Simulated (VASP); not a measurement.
Wanted: the native input for a VASP 6.6.1 run.

```yaml
Task: single point
Functional: PBE
Potentials_or_basis: VASP PAW PBE potentials, release 64 (Mo_sv)
Cutoff: 520 eV
k_mesh: 12 × 12 × 12
Occupations: gaussian, width 0.011 eV
Spin: no spin polarisation
Dipole_correction: no
Further_INCAR_settings: ALGO = Normal; EDIFF = 1e-07; NBANDS = 13
```

The structure of Mo lies in POSCAR:

```
Mo
1.0
   -1.5838089719      1.5838089719      1.5838089719
    1.5838089719     -1.5838089719      1.5838089719
    1.5838089719      1.5838089719     -1.5838089719
Mo
1
Direct
    0.0000000000      0.0000000000      0.0000000000
```

The input as run:

INCAR

```
PREC     = Accurate       # precision mode
ENCUT    = 520            # plane-wave cutoff, eV
EDIFF    = 1E-7           # SCF threshold, eV
ISMEAR   = 0              # smearing method
SIGMA    = 0.011          # smearing width, eV
LREAL    = F              # projectors in reciprocal space
LASPH    = T              # aspherical terms in the spheres
NELM     = 60             # most SCF steps
ALGO     = Normal         # electronic algorithm
ISIF     = 2              # what is computed and relaxed
LWAVE    = F              # write WAVECAR
LCHARG   = T              # write CHGCAR
GGA      = PE             # functional
LELF     = T              # ELF
LVHAR    = T            
NBANDS   = 13             # bands
```

KPOINTS

```
regular mesh
0
Gamma
  12 12 12
```

Potentials or basis: VASP PAW PBE potentials, release 64 (Mo_sv).

Launch:

```bash
$ cat potpaw_PBE.64/Mo_sv/POTCAR > POTCAR
$ mpirun -np 1 vasp_std > vasp.out
```

It gave:

The pressure is -1.4 GPa and the band gap on the k mesh is zero (band 7 reaches 16.22 eV, above the bottom of band 8 at 11.00 eV).

Wall time 5.2 s on 1 thread of Intel(R) Xeon(R) 6975P-C (Granite Rapids), with other jobs on the host, peak memory 0.13 GiB.
